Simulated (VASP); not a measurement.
# Co (P-3m1) in VASP: further runs, part 2 of 2

VASP 6.6.1. Earlier steps stand in the parts before.

## (3) Single point, PBE (volume scaled by 0.76)

The input, INCAR:

```
PREC = Accurate
ENCUT = 520
EDIFF = 1E-7
ISMEAR = -1
SIGMA = 0.08
LREAL = F
LASPH = T
NELM = 80
ALGO = Normal
ISIF = 2
LWAVE = F
LCHARG = T
GGA = PE
LELF = T
LVHAR = T
NBANDS = 16
```

The input, KPOINTS:

```
Automatic mesh
0
Gamma
  15 15 8
```

The input, POSCAR:

```
Co
1.0
    2.2699207476      0.0000000000      0.0000000000
   -1.1349603738      1.9658090320      0.0000000000
    0.0000000000      0.0000000000      3.7080788767
Co
2
Direct
    0.6666666667      0.3333333333      0.2598610000
    0.3333333333      0.6666666667      0.7401390000
```

Potentials or basis: VASP PAW PBE potentials, release 64 (Co).

On the command line:

```bash
cat potpaw_PBE.64/Co/POTCAR > POTCAR
mpirun -np 1 vasp_std > vasp.out
```

OUTCAR:

```text
PREC = Accurate
   ENCUT = 520
   EDIFF = 1E-7
   ISMEAR = -1
   LREAL = F
   LASPH = T
   NELM = 80
   ISIF = 2
   GGA = PE

 ion  position               nearest neighbor table
   1  0.667  0.333  0.260-   2 2.21   2 2.21   2 2.21   2 2.33   2 2.33   2 2.33
   2  0.333  0.667  0.740-   1 2.21   1 2.21   1 2.21   1 2.33   1 2.33   1 2.33

  LATTYP: Found a hexagonal cell.
 ALAT       =     2.2699207476
 C/A-ratio  =     1.6335719565

  Lattice vectors:

 A1 = (   2.2699207476,   0.0000000000,   0.0000000000)
 A2 = (  -1.1349603738,   1.9658090320,   0.0000000000)
 A3 = (   0.0000000000,   0.0000000000,   3.7080788767)

Analysis of symmetry for initial positions (statically):
=====================================================================
 Subroutine PRICEL returns:
 Original cell was already a primitive cell.

 Routine SETGRP: Setting up the symmetry group for a
 hexagonal supercell.

 Subroutine GETGRP returns: Found 12 space group operations
[... 156 lines left out ...]

 Free energy of the ion-electron system (eV)
  ---------------------------------------------------
  ext. energy  EPLUGINS =         0.00000000
  ---------------------------------------------------
  free energy    TOTEN  =       -12.67467551 eV

  energy without entropy =      -12.59146839  energy(sigma->0) =      -12.63307195

 E-fermi :  14.8690     XC(G=0): -15.0970

 val. band max:       14.8684997949   @ k =   0.2667   0.0000   0.3750
 cond. band min:      14.8701147145   @ k =   0.4000   0.2000   0.2500
 fundamental gap:      0.0016149196
 Fermi energy:        14.8690315400

 k-point     1 :       0.0000    0.0000    0.0000
  band No.  band energies     occupation
      1       4.1324      2.00000
      2       8.3786      2.00000
      3      12.0934      2.00000
      4      12.1978      2.00000
      5      12.1978      2.00000
      6      12.6605      2.00000
[... 433 lines left out ...]
      3       9.7252      2.00000
      4      11.0403      2.00000
      5      11.7341      2.00000
      6      12.0340      2.00000
[... 8 lines left out ...]
     15      29.3270      0.00000
     16      30.8822      0.00000

 [... further k-points ...]
[... 5 lines left out ...]
  --------------------------------------------------------------------------------------
  -------------------------------------------------------------------------------------
  Total        9.9690953      9.9690953      9.4003889      0.0000000      0.0000000      0.0000000
  in kB      965.3067569    965.3067569    910.2389600      0.0000000      0.0000000      0.0000000
  external PRESSURE =     946.9508246 kB  Pullay stress =       0.0000000 kB

 VOLUME and BASIS-vectors are now :
 -----------------------------------------------------------------------------
  energy-cutoff  :      520.00
  volume of cell :       16.55
      direct lattice vectors                 reciprocal lattice vectors
     2.269920748  0.000000000  0.000000000     0.440544015  0.254348206  0.000000000
    -1.134960374  1.965809032  0.000000000     0.000000000  0.508696411  0.000000000
     0.000000000  0.000000000  3.708078877     0.000000000  0.000000000  0.269681426

 POSITION                                       TOTAL-FORCE (eV/Angst)
 -----------------------------------------------------------------------------------
      1.13496      0.65527      0.96359         0.000000     -0.000000     -1.762696
     -0.00000      1.31054      2.74449        -0.000000      0.000000      1.762696
 -----------------------------------------------------------------------------------
    total drift:                                0.000000     -0.000000     -0.000000

  FREE ENERGIE OF THE ION-ELECTRON SYSTEM (eV)
  ---------------------------------------------------
  free  energy   TOTEN  =       -12.6746755098 eV

  energy  without entropy=      -12.5914683873  energy(sigma->0) =      -12.63307195
```

OSZICAR:

```text
N       E                     dE             d eps       ncg     rms          rms(c)
DAV:   1     0.767279872249E+02    0.76728E+02   -0.84371E+03  6384   0.164E+03
DAV:   2    -0.124359326369E+02   -0.89164E+02   -0.81825E+02  6168   0.248E+02
DAV:   3    -0.147736817278E+02   -0.23377E+01   -0.22980E+01  7648   0.539E+01
DAV:   4    -0.148127051172E+02   -0.39023E-01   -0.39014E-01  8600   0.544E+00
DAV:   5    -0.148130739366E+02   -0.36882E-03   -0.36881E-03  7600   0.485E-01    0.200E+01
DAV:   6    -0.128698912106E+02    0.19432E+01   -0.61742E+00  7128   0.565E+01    0.448E+00
DAV:   7    -0.127253073067E+02    0.14458E+00   -0.49016E-01  7800   0.141E+01    0.344E+00
DAV:   8    -0.126767066836E+02    0.48601E-01   -0.13941E-02 10080   0.224E+00    0.601E-01
DAV:   9    -0.126751377384E+02    0.15689E-02   -0.14550E-03  6944   0.466E-01    0.323E-01
DAV:  10    -0.126746796362E+02    0.45810E-03   -0.79677E-05  8040   0.112E-01    0.404E-02
DAV:  11    -0.126746752263E+02    0.44099E-05   -0.30412E-06  8472   0.288E-02    0.617E-03
DAV:  12    -0.126746755776E+02   -0.35130E-06   -0.81773E-07  8048   0.194E-02    0.196E-03
DAV:  13    -0.126746755098E+02    0.67804E-07   -0.31696E-08  3824   0.197E-03
   1 F= -.12674676E+02 E0= -.12633072E+02  d E =-.832071E-01
```

Wall time 27 s (1 thread of Intel Xeon 6975P-C (Granite Rapids), shared host); peak memory 0.16 GiB.

What came out:

| Quantity | Value |
| --- | --- |
| Free energy | -12.6747 eV |
| Pressure | 94.7 GPa |
| Largest force | 1.763 eV/Å |
| Band gap on the k mesh | zero (band 9 reaches 15.35 eV, above the bottom of band 10 at 13.26 eV) |

Forces in eV/Å, atoms in the order of the input:
```
Co   0.000  0.000 -1.763
Co   0.000  0.000  1.763
```

Caveat: the run has no spin polarisation, though such a crystal can be magnetic; forces of over 1 eV/Å act on the atoms, so gaps and moduli don't describe the material at rest. Spin polarisation is off, so any magnetic state and its effect on volume and gap are missing.
